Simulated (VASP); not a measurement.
The system is MgB4C.

```xyz
6
Lattice="2.8555 -3.0297 0.0000 2.8555 3.0297 0.0000 0.0000 0.0000 3.3819" Properties=species:S:1:pos:R:3 pbc="T T T"
Mg    0.0000    0.0000    1.6909
B     2.8555   -1.4043    2.5795
B     2.8555    1.4043    2.5795
B     2.8555   -1.4043    0.8024
B     2.8555    1.4043    0.8024
C     0.0000    0.0000    0.0000
```

* Program: VASP 6.6.1
* Task: relaxation of cell and atoms
* Functional: PBE
* Potentials or basis: VASP PAW PBE potentials, release 64 (Mg, B, C)
* Cutoff: 600 eV
* k mesh: 4 × 4 × 6
* Occupations: gaussian, width 0.1 eV
* Spin: no spin polarisation

At the start: pressure 44.3 GPa; volume 9.75 Å³/atom.

Q: How do energy, volume and symmetry change on relaxing?

A: Over 82 steps the energy falls by 1126.6 meV/atom and the volume is 8.15 Å³/atom (-16.5 %); space group P6/mmm (No. 191, to 0.05 Å).

Step by step:
```csv
step,energy change (eV),largest force (eV/Å),pressure (GPa),volume (Å³)
1,0.0000,2.8414,44.26,58.51
4,-2.0450,0.1406,-0.73,69.49
7,-2.0915,0.6978,1.39,69.36
10,-2.2130,0.2005,-2.40,71.23
13,-2.2539,0.3334,0.60,67.91
16,-2.2919,0.1853,-0.60,66.83
19,-2.3157,0.1215,-1.94,66.06
22,-2.2636,1.8130,11.05,55.34
25,-2.4895,0.7174,1.52,60.38
28,-2.5202,0.6156,0.58,60.23
31,-2.5771,0.0848,-2.77,60.30
34,-2.6008,0.1629,0.77,58.14
37,-2.7609,0.0457,1.13,54.72
40,-2.9079,0.7214,5.24,49.79
43,-2.9207,0.6899,5.93,49.12
46,-3.3338,0.7132,17.49,43.67
49,-3.4454,0.7123,55.82,38.10
52,-3.4171,0.7135,60.16,37.67
55,-3.4393,0.7350,64.44,37.31
58,-3.7047,0.6493,61.13,37.67
61,-5.3322,0.4169,39.22,40.41
64,-6.5631,0.7195,-0.25,48.72
67,-6.5898,0.6792,0.66,48.41
70,-6.7333,0.1352,-0.62,48.50
73,-6.7455,0.0546,0.35,48.40
76,-6.7524,0.0893,0.88,48.47
79,-6.7558,0.1102,0.60,48.64
82,-6.7594,0.0201,-0.25,48.88
```

Final structure:
```
Mg B C
1.0
     1.50497   -2.63548    0.00000
     1.50497    2.63548    0.00000
     0.00000    0.00000    6.16205
Mg B C
1 4 1
Direct
  0.00000 0.00000 0.50000
  0.66381 0.33619 0.77438
  0.33619 0.66381 0.77438
  0.66381 0.33619 0.22562
  0.33619 0.66381 0.22562
  0.00000 0.00000 0.00000
```

Caveat: the k points lie up to 0.60 Å⁻¹ apart in the final cell; the volume moved by over 15 % at a fixed basis, so the end points are rough.
